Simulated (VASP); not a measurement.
# AlN (F-43m) in VASP: further runs

Runs on AlN. Level: r2SCAN. Tasks: single point.

Everything below comes from runs of VASP 6.6.1. Logs are shortened: lines on timing, memory, paths and dates and some standing lists are left out, and cuts for length are marked.

## Step 1: The cell of the first run

It takes space group F-43m (No. 216, cubic). Conventional cell: a = 4.279 Å, b = 4.279 Å, c = 4.279 Å, α = 90.00°, β = 90.00°, γ = 90.00°. Within 2.5 Å of Al (site symmetry -43m) lie 4 N at 1.85 Å. Within 2.5 Å of N (site symmetry -43m) lie 4 Al at 1.85 Å.

## Step 2: Single point, r2SCAN

File POSCAR:

```
AlN
1.0
    2.1393668340      2.1393668340      0.0000000000
   -2.1393668340      2.1393668340      0.0000000000
    0.0000000000      2.1393668340      2.1393668340
Al N
1 1
Direct
    0.0000000000      0.0000000000      0.0000000000
    0.2500000000      0.7500000000      0.5000000000
```

File INCAR.step1:

```
SYSTEM = AlN
  PREC = Accurate
  ENCUT = 520
  ISMEAR = 0
  SIGMA = 0.01
  LREAL = .FALSE.
  LASPH = .TRUE.
  NELM = 80
  NBANDS = 11
  GGA = PE
  ALGO = Normal
  EDIFF = 1E-4
  LWAVE = .TRUE.
  LCHARG = .FALSE.
```

File INCAR.step2:

```
SYSTEM = AlN
  PREC = Accurate
  ENCUT = 520
  EDIFF = 1E-6
  ISMEAR = 0
  SIGMA = 0.01
  LREAL = .FALSE.
  LASPH = .TRUE.
  NELM = 80
  ALGO = Normal
  ISIF = 2
  LWAVE = .FALSE.
  LCHARG = .FALSE.
  METAGGA = R2SCAN
  LMIXTAU = .TRUE.
  NBANDS = 11
  ISTART = 1
```

File KPOINTS:

```
regular mesh
0
G
  10 10 10
  0 0 0
```

Potentials or basis: VASP PAW PBE potentials, release 64 (Al, N).

Command:

```console
> cat potpaw_PBE.64/Al/POTCAR potpaw_PBE.64/N/POTCAR > POTCAR
> cp INCAR.step1 INCAR
> mpirun -np 1 vasp_std > vasp.out
> cp INCAR.step2 INCAR
> mpirun -np 1 vasp_std > vasp.out
```

OUTCAR:

```text
SYSTEM = AlN
   PREC = Accurate
   ENCUT = 520
   EDIFF = 1E-6
   ISMEAR = 0
   LREAL = .FALSE.
   LASPH = .TRUE.
   NELM = 80
   ISIF = 2
   METAGGA = R2SCAN
   ISTART = 1

 ion  position               nearest neighbor table
   1  0.000  0.000  0.000-   2 1.85   2 1.85   2 1.85   2 1.85
   2  0.250  0.750  0.500-   1 1.85   1 1.85   1 1.85   1 1.85

  LATTYP: Found a face centered cubic cell.
 ALAT       =     4.2787336680

  Lattice vectors:

 A1 = (   0.0000000000,   2.1393668340,   2.1393668340)
 A2 = (   2.1393668340,   0.0000000000,   2.1393668340)
 A3 = (   2.1393668340,   2.1393668340,   0.0000000000)

Analysis of symmetry for initial positions (statically):
=====================================================================
 Subroutine PRICEL returns:
 Original cell was already a primitive cell.

 Routine SETGRP: Setting up the symmetry group for a
 face centered cubic supercell.

 Subroutine GETGRP returns: Found 24 space group operations
 (whereof 24 operations were pure point group operations)
 out of a pool of 48 trial point group operations.

The static configuration has the point symmetry T_d .

Analysis of symmetry for dynamics (positions and initial velocities):
=====================================================================
 Subroutine PRICEL returns:
 Original cell was already a primitive cell.

 Routine SETGRP: Setting up the symmetry group for a
 face centered cubic supercell.

 Subroutine GETGRP returns: Found 24 space group operations
 (whereof 24 operations were pure point group operations)
 out of a pool of 48 trial point group operations.

The dynamic configuration has the point symmetry T_d .

 Subroutine INISYM returns: Found 24 space group operations
 (whereof 24 operations are pure point group operations),
 and found     1 'primitive' translations

----------------------------------------------------------------------------------------

                                     Primitive cell

  volume of cell :      19.5833

  direct lattice vectors                    reciprocal lattice vectors
     2.139366834  2.139366834  0.000000000     0.233714009  0.233714009 -0.233714009
    -2.139366834  2.139366834  0.000000000    -0.233714009  0.233714009 -0.233714009
     0.000000000  2.139366834  2.139366834     0.000000000  0.000000000  0.467428018

  length of vectors
     3.025521592  3.025521592  3.025521592     0.404804538  0.404804538  0.467428018

  position of ions in fractional coordinates (direct lattice)
     0.000000000  0.000000000  0.000000000
     0.250000000  0.750000000  0.500000000

  ion indices of the primitive-cell ions
   primitive index   ion index
                 1           1
                 2           2

----------------------------------------------------------------------------------------

 KPOINTS: regular mesh

Automatic generation of k-mesh.
 Grid dimensions read from file:
 generate k-points for:   10   10   10

 Generating k-lattice:

  Cartesian coordinates                     Fractional coordinates (reciprocal lattice)
     0.023371401  0.023371401 -0.023371401     0.100000000  0.000000000  0.000000000
    -0.023371401  0.023371401 -0.023371401     0.000000000  0.100000000  0.000000000
     0.000000000  0.000000000  0.046742802     0.000000000  0.000000000  0.100000000

  Length of vectors
     0.040480454  0.040480454  0.046742802

  Shift w.r.t. Gamma in fractional coordinates (k-lattice)
     0.000000000  0.000000000  0.000000000

 Subroutine IBZKPT returns following result:
 ===========================================

 Found     47 irreducible k-points:

 Following reciprocal coordinates:
            Coordinates               Weight
  0.000000  0.000000  0.000000      1.000000
  0.100000  0.000000  0.000000      8.000000
  0.200000  0.000000  0.000000      8.000000
  0.300000  0.000000  0.000000      8.000000
  0.400000  0.000000  0.000000      8.000000
  0.500000  0.000000  0.000000      4.000000
[... 16 lines left out ...]
  0.300000  0.300000  0.000000     12.000000
  0.400000  0.300000  0.000000     24.000000
 [... further k-points ...]
   k-points           NKPTS =     47   k-points in BZ     NKDIM =     47   number of bands    NBANDS=     11
   number of dos      NEDOS =    301   number of ions     NIONS =      2
   total plane-waves  NPLWV =  13824
   dimension x,y,z NGX =    24 NGY =   24 NGZ =   24
   dimension x,y,z NGXF=    48 NGYF=   48 NGZF=   48
   ions per type =               1   1
   NGX,Y,Z   is equivalent  to a cutoff of  13.19, 13.19, 13.19 a.u.
   NGXF,Y,Z  is equivalent  to a cutoff of  26.37, 26.37, 26.37 a.u.
 SYSTEM =  AlN
   PREC   = accura    normal or accurate (medium, high low for compatibility)
   ISTART =      1    job   : 0-new  1-cont  2-samecut
   ICHARG =      0    charge: 1-file 2-atom 10-const
   ISPIN  =      1    spin polarized calculation?
   LNONCOLLINEAR =      F non collinear calculations
   LSORBIT =      F    spin-orbit coupling
   LASPH  =      T    aspherical Exc in radial PAW
   ENCUT  =  520.0 eV  38.22 Ry    6.18 a.u.   5.63  5.63  5.63*2*pi/ulx,y,z
   NELM   =     80;   NELMIN=  2; NELMDL=  0     # of ELM steps
   EDIFF  = 0.1E-05   stopping-criterion for ELM
   LREAL  =      F    real-space projection
   EDIFFG = 0.1E-04   stopping-criterion for IOM
   NSW    =      0    number of steps for IOM
   IBRION =     -1    ionic relax: 0-MD 1-quasi-New 2-CG
   NFREE  =      0    steps in history (QN), initial steepest desc. (CG)
   ISIF   =      2    stress and relaxation
   ISYM   =      2    0-nonsym 1-usesym 2-fastsym
   POTIM  = 0.5000    time-step for ionic-motion
   TEBEG  =    0.0;   TEEND  =   0.0 temperature during run
   PSTRESS=    0.0 pullay stress
   NELECT =       8.0000    total number of electrons
   NUPDOWN=      -1.0000    fix difference up-down
   EMIN   =  10.00;   EMAX   =-10.00  energy-range for DOS
   EFERMI =   0.00;   METHOD = LEGACY
   ISMEAR =     0;   SIGMA  =   0.01  broadening in eV -4-tet -1-fermi 0-gaus
   EFERMI_NEDOS =   21; number of points for ismear=-14 and -15
   IALGO  =     38    algorithm
   IMIX   =      4    mixing-type and parameters
     AMIX     =   0.40;   BMIX     =  1.00
     AMIX_MAG =   1.60;   BMIX_MAG =  1.00
  volume/ion in A,a.u.               =       9.79        66.08
  Fermi-wavevector in a.u.,A,eV,Ry     =   1.214720  2.295488 20.076009  1.475545
  Thomas-Fermi vector in A             =   2.350131
   LORBIT       =      0    0 simple, 1 ext, 2 COOP (PROOUT), +10 PAW based schemes
   METAGGA = R2SCAN    functional components
   LHFCALC =     F    Hartree Fock is set to
   AEXX    =    0.0000 exact exchange contribution
   IVDW    =     0    specifies the selected vdW correction
   LEPSILON=     F    determine dielectric tensor
   LRPA    =     F    only Hartree local field effects (RPA)
 non-spin polarized calculation
 Gauss-broadening in eV      SIGMA  =   0.01
  energy-cutoff  :      520.00
  volume of cell :       19.58
 maximum number of plane-waves:       544
   NGX = 11   NGY = 11   NGZ = 11

 number of electron       7.9999998 magnetization

 Free energy of the ion-electron system (eV)
  ---------------------------------------------------
  ext. energy  EPLUGINS =         0.00000000
  ---------------------------------------------------
  free energy    TOTEN  =       -19.12414661 eV

  energy without entropy =      -19.12414661  energy(sigma->0) =      -19.12414661

 E-fermi :   6.3323     XC(G=0): -11.7024

 val. band max:        6.2852645224   @ k =   0.0000   0.0000   0.0000
 cond. band min:      10.2664489178   @ k =   0.5000   0.5000   0.0000
 fundamental gap:      3.9811843954
 Fermi energy:         6.3323105947

 k-point     1 :       0.0000    0.0000    0.0000
  band No.  band energies     occupation
      1      -9.8248      2.00000
      2       6.2853      2.00000
      3       6.2853      2.00000
      4       6.2853      2.00000
      5      11.7696      0.00000
      6      20.4575      0.00000
      7      20.4575      0.00000
      8      20.4575      0.00000
      9      25.3409      0.00000
     10      25.3409      0.00000
     11      27.1977      0.00000

 k-point     2 :       0.1000    0.0000    0.0000
  band No.  band energies     occupation
      1      -9.6668      2.00000
      2       5.4789      2.00000
      3       6.2329      2.00000
      4       6.2329      2.00000
      5      12.4161      0.00000
      6      20.0749      0.00000
      7      20.6056      0.00000
      8      20.6056      0.00000
      9      24.0686      0.00000
     10      24.0686      0.00000
     11      26.3723      0.00000

 k-point     3 :       0.2000    0.0000    0.0000
  band No.  band energies     occupation
      1      -9.2177      2.00000
      2       3.8025      2.00000
      3       6.1018      2.00000
      4       6.1018      2.00000
      5      13.5788      0.00000
      6      19.2613      0.00000
      7      20.4291      0.00000
      8      20.4291      0.00000
      9      23.6151      0.00000
     10      23.6151      0.00000
     11      25.5212      0.00000

 k-point     4 :       0.3000    0.0000    0.0000
  band No.  band energies     occupation
      1      -8.5667      2.00000
      2       2.0454      2.00000
      3       5.9507      2.00000
      4       5.9507      2.00000
      5      14.4750      0.00000
      6      18.4442      0.00000
      7      19.5794      0.00000
      8      19.5794      0.00000
      9      24.9249      0.00000
     10      24.9249      0.00000
     11      25.4668      0.00000
[... 239 lines left out ...]
 k-point    22 :      -0.2000    0.2000    0.0000
  band No.  band energies     occupation
      1      -9.0182      2.00000
      2       4.0551      2.00000
      3       5.5493      2.00000
      4       5.5493      2.00000
      5      13.5944      0.00000
      6      18.6394      0.00000
      7      19.4239      0.00000
      8      21.5982      0.00000
      9      21.5982      0.00000
     10      26.6662      0.00000
     11      29.7574      0.00000

 k-point    23 :       0.3000    0.3000    0.0000
  band No.  band energies     occupation
      1      -7.2909      2.00000
      2       1.5978      2.00000
      3       2.8775      2.00000
      4       5.3904      2.00000
      5      14.0434      0.00000
      6      17.5840      0.00000
      7      20.3123      0.00000
      8      20.6180      0.00000
      9      25.4775      0.00000
     10      25.5794      0.00000
     11      31.8867      0.00000

 k-point    24 :       0.4000    0.3000    0.0000
  band No.  band energies     occupation
      1      -7.0679      2.00000
      2       1.5262      2.00000
      3       2.7995      2.00000
      4       5.0445      2.00000
      5      12.9566      0.00000
      6      17.8642      0.00000
      7      20.8882      0.00000
      8      21.3609      0.00000
      9      23.9936      0.00000
     10      27.4934      0.00000
     11      32.9073      0.00000

 [... further k-points ...]
[... 5 lines left out ...]
  --------------------------------------------------------------------------------------
  -------------------------------------------------------------------------------------
  Total        1.7923704      1.7923704      1.7923704      0.0000000     -0.0000000      0.0000000
  in kB      146.6400406    146.6400406    146.6400406      0.0000000     -0.0000000      0.0000000
  external PRESSURE =     146.6400406 kB  Pullay stress =       0.0000000 kB

 VOLUME and BASIS-vectors are now :
 -----------------------------------------------------------------------------
  energy-cutoff  :      520.00
  volume of cell :       19.58
      direct lattice vectors                 reciprocal lattice vectors
     2.139366834  2.139366834  0.000000000     0.233714009  0.233714009 -0.233714009
    -2.139366834  2.139366834  0.000000000    -0.233714009  0.233714009 -0.233714009
     0.000000000  2.139366834  2.139366834     0.000000000  0.000000000  0.467428018

 POSITION                                       TOTAL-FORCE (eV/Angst)
 -----------------------------------------------------------------------------------
      0.00000      0.00000      0.00000        -0.000000     -0.000000      0.000000
     -1.06968      3.20905      1.06968         0.000000      0.000000      0.000000
 -----------------------------------------------------------------------------------
    total drift:                               -0.000002      0.000000      0.000000

  FREE ENERGIE OF THE ION-ELECTRON SYSTEM (eV)
  ---------------------------------------------------
  free  energy   TOTEN  =       -19.1241466091 eV

  energy  without entropy=      -19.1241466091  energy(sigma->0) =      -19.12414661
```

Run time: 89 s. Hardware: 1 thread of AMD EPYC 7R13, shared host; peak memory 0.11 GiB.

Results:

```
Free energy            : -19.1241 eV
Pressure               : 14.7 GPa
Band gap on the k mesh : 3.98 eV, indirect (least direct gap 5.48 eV)
```

Caveat: the PAW data sets were made with another functional, which shifts forces and pressure a little. A k mesh can miss the band edges.

## Step 3: Single point, r2SCAN

POSCAR is that of step 2.

File INCAR.step1:

```
  PREC = Accurate
  ENCUT = 520
  ISMEAR = 0
  SIGMA = 0.01
  LREAL = False
  LASPH = True
  NELM = 60
  NBANDS = 11
  GGA = PE
  ALGO = Normal
  EDIFF = 1E-4
  LWAVE = True
  LCHARG = False
```

File INCAR.step2:

```
  PREC = Accurate
  ENCUT = 520
  EDIFF = 1E-6
  ISMEAR = 0
  SIGMA = 0.01
  LREAL = False
  LASPH = True
  NELM = 60
  ALGO = Normal
  ISIF = 2
  LWAVE = False
  LCHARG = False
  METAGGA = R2SCAN
  LMIXTAU = True
  NBANDS = 11
  ISTART = 1
```

File KPOINTS:

```
regular mesh
0
Gamma
  10 10 10
```

Potentials or basis: VASP PAW PBE potentials, release 64 (Al, N).

Command:

```console
> cat potpaw_PBE.64/Al/POTCAR potpaw_PBE.64/N/POTCAR > POTCAR
> cp INCAR.step1 INCAR
> mpirun -np 1 vasp_std > vasp.out
> cp INCAR.step2 INCAR
> mpirun -np 1 vasp_std > vasp.out
```

It took 88 s on 1 thread of AMD EPYC 7R13, shared host; peak memory 0.11 GiB.

It converged, with:

* Free energy: -19.1241 eV
* Pressure: 14.7 GPa
* Band gap on the k mesh: 3.98 eV, indirect (least direct gap 5.48 eV)

Levels at points of the mesh, in eV from the valence-band top:
```tsv
k point	band 1	band 2	band 3	band 4	band 5	band 6	band 7	band 8	band 9
(0.00, 0.00, 0.00)	-16.11	0.00	0.00	0.00	5.48	14.17	14.17	14.17	19.06
(0.50, 0.00, 0.00)	-13.91	-6.16	-0.49	-0.49	8.81	11.29	12.35	12.35	20.23
(0.50, 0.50, 0.00)	-13.22	-5.15	-1.87	-1.87	3.98	9.88	16.13	17.77	17.77
```

Caveat: the PAW data sets were made with another functional, which shifts forces and pressure a little. A k mesh can miss the band edges.

## Step 4: Single point, r2SCAN

This run uses another cell than the first one, of 10.24 Å³/atom, 1.046 times its volume.

File POSCAR:

```
AlN
1.0
    2.1715714315      2.1715714315      0.0000000000
   -2.1715714315      2.1715714315      0.0000000000
    0.0000000000      2.1715714315      2.1715714315
Al N
1 1
Direct
    0.0000000000      0.0000000000      0.0000000000
    0.2500000000      0.7500000000      0.5000000000
```

File INCAR.step1:

```
SYSTEM = AlN
PREC     = Accurate       ! precision mode
ENCUT    = 520            ! plane-wave cutoff, eV
ISMEAR   = 0              ! smearing method
SIGMA    = 0.01           ! smearing width, eV
LREAL    = .False.        ! projectors in reciprocal space
LASPH    = .True.         ! aspherical terms in the spheres
NELM     = 80             ! most SCF steps
NBANDS   = 11             ! bands
GGA      = PE             ! functional
ALGO     = Normal         ! electronic algorithm
EDIFF    = 1E-4           ! SCF threshold, eV
LWAVE    = .True.         ! write WAVECAR
LCHARG   = .False.        ! write CHGCAR
```

File INCAR.step2:

```
SYSTEM = AlN
PREC     = Accurate       ! precision mode
ENCUT    = 520            ! plane-wave cutoff, eV
EDIFF    = 1E-6           ! SCF threshold, eV
ISMEAR   = 0              ! smearing method
SIGMA    = 0.01           ! smearing width, eV
LREAL    = .False.        ! projectors in reciprocal space
LASPH    = .True.         ! aspherical terms in the spheres
NELM     = 80             ! most SCF steps
ALGO     = Normal         ! electronic algorithm
ISIF     = 2              ! what is computed and relaxed
LWAVE    = .False.        ! write WAVECAR
LCHARG   = .True.         ! write CHGCAR
METAGGA  = R2SCAN         ! meta-GGA
LMIXTAU  = .True.       
LELF     = .True.         ! ELF
LVHAR    = .True.       
NBANDS   = 11             ! bands
ISTART   = 1
```

File KPOINTS:

```
Automatic mesh
0
Gamma
  10 10 10
  0 0 0
```

Command:

```console
> cat potpaw_PBE.64/Al/POTCAR potpaw_PBE.64/N/POTCAR > POTCAR
> cp INCAR.step1 INCAR
> mpirun -np 1 vasp_std > vasp.out
> cp INCAR.step2 INCAR
> mpirun -np 1 vasp_std > vasp.out
```

It took 98 s on 1 thread of AMD EPYC 7R13, shared host; peak memory 0.11 GiB.

It converged, with:

| Item | Value |
| --- | --- |
| Free energy | -19.1755 eV |
| Pressure | 3.6 GPa |
| Band gap on the k mesh | 3.95 eV, indirect (least direct gap 5.05 eV) |

Levels at points of the mesh, in eV from the valence-band top:
| k point | band 2 | band 3 | band 4 | band 5 | band 6 | band 7 |
| --- | --- | --- | --- | --- | --- | --- |
| (0.00, 0.00, 0.00) | 0.00 | 0.00 | 0.00 | 5.05 | 13.70 | 13.70 |
| (0.50, 0.00, 0.00) | -5.97 | -0.49 | -0.49 | 8.38 | 10.95 | 12.06 |
| (0.50, 0.50, 0.00) | -5.00 | -1.82 | -1.82 | 3.95 | 9.59 | 15.45 |

Caveat: the PAW data sets were made with another functional, which shifts forces and pressure a little. r2SCAN opens gaps a little over a GGA but as a rule still falls short of measured ones.
